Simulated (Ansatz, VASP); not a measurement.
# Two plane-wave programs on Hf2Ti

```
CELL_PARAMETERS angstrom
0.00000 4.03215 4.03215
4.03215 0.00000 4.03215
4.03215 4.03215 0.00000
ATOMIC_POSITIONS crystal
Hf 0.62500 0.62500 0.62500
Hf 0.12500 0.62500 0.62500
Hf 0.62500 0.62500 0.12500
Hf 0.62500 0.12500 0.62500
Ti 0.00000 0.00000 0.00000
Ti 0.25000 0.25000 0.25000
```

Alike in both runs: functional PBE; k mesh 4 × 4 × 4; occupations gaussian, width 0.1 eV; no spin polarisation.

Ansatz relaxed the structure, and its values are those at the end. VASP's run is a single point on that final structure, the one shown.

```csv
,VASP,Ansatz
version,VASP 6.6.1,Ansatz 0.2.0
potentials or method,"VASP PAW PBE potentials, release 64 (Hf_pv, Ti_sv), cutoff 520 eV","scalar-relativistic, plane waves, PAW"
valence electrons in the cell,64,128
```

```csv
,VASP,Ansatz,Ansatz less VASP
gap on the k mesh at the Fermi level (eV),none,none,-
pressure (GPa),-0.2,0.1,+0.24
```

A gap of «none» marks a metal or a gap that the smearing closes. With one functional, cell and mesh, what is left measures potentials, basis and numerics. VASP's potentials hold 64 valence electrons a cell and Ansatz's 128, so a difference there can come from the potentials and not from the codes. Ansatz's warnings: bands unlocked at the loops exit.

Neither program's run includes spin-orbit coupling.
